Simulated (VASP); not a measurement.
Runs of VASP 6.6.1 on HfN. The structure is that of space group P6_3/mmc (No. 194), or close to it. The cells are those of the table. 

| cell | k mesh | smearing | gap on the mesh (eV) | pressure (GPa) |
| --- | --- | --- | --- | --- |
| a = 3.152, b = 3.152, c = 5.175 Å, angles 90.0, 90.0, 120.0°, 4 atoms | 18 × 18 × 10 | gaussian 0.1 eV | none | (a) |
| a = 3.140, b = 3.140, c = 5.283 Å, angles 90.0, 90.0, 120.0°, 4 atoms | 18 × 18 × 10 | gaussian 0.1 eV | none | (b) |
| a = 3.096, b = 3.096, c = 5.514 Å, angles 90.0, 90.0, 120.0°, 4 atoms | 15 × 15 × 8 | gaussian 0.1 eV | none | -2.8 |
| a = 3.165, b = 3.165, c = 5.067 Å, angles 90.0, 90.0, 120.0°, 4 atoms | 18 × 18 × 10 | gaussian 0.1 eV | none | 10.0 |
| a = 3.128, b = 3.128, c = 5.391 Å, angles 90.0, 90.0, 120.0°, 4 atoms | 18 × 18 × 8 | gaussian 0.1 eV | none | -2.1 |
| a = 3.134, b = 3.134, c = 5.417 Å, angles 90.0, 90.0, 120.0°, 4 atoms | 6 × 6 × 4 | gaussian 0.1 eV | none | -4.3 |
| a = 3.159, b = 3.159, c = 5.175 Å, angles 90.0, 90.0, 120.0°, 4 atoms | 18 × 18 × 10 | gaussian 0.1 eV | none | 4.2 |
| a = 3.175, b = 3.175, c = 5.067 Å, angles 90.0, 90.0, 120.0°, 4 atoms | 18 × 18 × 10 | gaussian 0.1 eV | none | (c) |
| a = 3.143, b = 3.143, c = 5.283 Å, angles 90.0, 90.0, 120.0°, 4 atoms | 18 × 18 × 10 | gaussian 0.1 eV | none | 0.9 |
| a = 3.115, b = 3.115, c = 5.378 Å, angles 90.0, 90.0, 120.0°, 4 atoms | 18 × 18 × 8 | fermi-dirac 0.15 eV | none | 0.9 |

Alike in all rows: task single point; level PBEsol; potentials or basis VASP PAW PBE potentials, release 64 (Hf_pv, N); no spin polarisation; cutoff (eV) 520.

Task: Estimate the missing entries.

Result: (a) 5.6; (b) 1.6; (c) 7.9.

Caveats: some runs use coarse meshes; the PAW data sets were made with another functional, which shifts forces and pressure a little; spin-orbit coupling is left out, which moves the levels of the heavy elements.

A k mesh can miss the band edges, and the runs leave out spin-orbit coupling on Hf.

A gap of «none» marks levels without a gap at the run's occupations.
